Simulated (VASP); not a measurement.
WC, 2 atoms in the cell. The structure is hexagonal, space group P-6m2 (No. 187). The conventional cell has a = 2.939 Å, b = 2.939 Å, c = 2.866 Å, α = 90.00°, β = 90.00°, γ = 120.00°. W (site symmetry -6m2) has 6 C at 2.22 Å and 2 W at 2.87 Å within 2.9 Å. C (site symmetry -6m2) has 6 W at 2.22 Å and 2 C at 2.87 Å within 2.9 Å.  This cell differs from its parent crystal: volume scaled by 1.04.

- Program: VASP 6.6.1
- Task: electric field gradients
- Functional: PBEsol
- Potentials or basis: VASP PAW PBE potentials, release 64 (W_sv, C)
- Cutoff: 520 eV
- k mesh: 13 × 13 × 12
- Occupations: fermi-dirac, width 0.05 eV
- Spin: no spin polarisation
- Dipole correction: no
- Further INCAR settings: ALGO = Normal; EDIFF = 1e-08; NBANDS = 16

Potentials or basis: VASP PAW PBE potentials, release 64 (W_sv, C).

Launch:

```sh
$ cat potpaw_PBE.64/W_sv/POTCAR potpaw_PBE.64/C/POTCAR > POTCAR
$ mpirun -np 1 vasp_std > vasp.out
```

Hardware: 1 thread of Intel(R) Xeon(R) 6975P-C (Granite Rapids), with other jobs on the host.

Estimate the wall time of this run.

Wall time 18 s on 1 thread of Intel(R) Xeon(R) 6975P-C (Granite Rapids), on a shared host, peak memory 0.17 GiB. Counts: scf iterations 15, k points 147.
